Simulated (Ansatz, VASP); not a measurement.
# InSe: VASP beside Ansatz

```
In Se
1.0
     2.00465    1.15738    8.41755
    -2.00465    1.15738    8.41755
     0.00000   -2.31477    8.41755
In Se
2 2
Cartesian
  0.0000 0.0000 0.0175
  0.0000 0.0000 2.7942
  0.0000 0.0000 15.5757
  0.0000 0.0000 20.9058
```

Alike in both runs: functional PBEsol; k mesh 12 × 12 × 12; occupations gaussian, width 0.02 eV; no spin polarisation.

Ansatz relaxed the structure, and its values are those at the end. VASP's run is a single point on that final structure, the one shown.

|  | VASP | Ansatz |
| --- | --- | --- |
| version | VASP 6.6.1 | Ansatz 0.2.0 |
| potentials or method | VASP PAW PBE potentials, release 64 (In_d, Se), cutoff 520 eV | scalar-relativistic, plane waves, PAW |
| valence electrons in the cell | 38 | 58 |

```csv
,VASP,Ansatz,Ansatz less VASP
gap on the k mesh at the Fermi level (eV),0.35,0.36,+0.012
least direct gap on the mesh (eV),0.35,0.36,+0.012
pressure (GPa),0.1,0.0,-0.06
rms of the force components (eV/Å),0.011,0.001,-0.0107
```

VASP's potentials were made for PBE, not for PBEsol. The functional is the same, so the differences come from potentials, cutoffs and numerics. VASP's potentials hold 38 valence electrons a cell and Ansatz's 58, so a difference there can come from the potentials and not from the codes.
